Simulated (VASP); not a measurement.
The system is KBr.

```
Br K
1.0
     0.00000    3.36472    3.36472
     3.36472    0.00000    3.36472
     3.36472    3.36472    0.00000
Br K
1 1
Direct
  0.50000 0.50000 0.50000
  0.00000 0.00000 0.00000
```

Base run:

* Program: VASP 6.6.1
* Functional: r2SCAN
* Dispersion: D3(BJ)
* Potentials or basis: VASP PAW PBE potentials, release 64 (Br, K_sv)
* Cutoff: 520 eV
* k mesh: 7 × 7 × 7
* Occupations: fermi-dirac, width 0.05 eV
* Spin: no spin polarisation

Its results: band gap on the k mesh 4.92 eV; pressure -1.2 GPa.

Question: The run is repeated on the same cell with these changes: functional from r2SCAN to PBE. What comes out?

Answer: Band gap on the k mesh 4.28 eV; pressure -1.0 GPa.

Caveats: an odd mesh through Γ misses points on the zone boundary, where band edges can lie; the PAW data sets were made with another functional, which shifts forces and pressure a little (at least some runs).
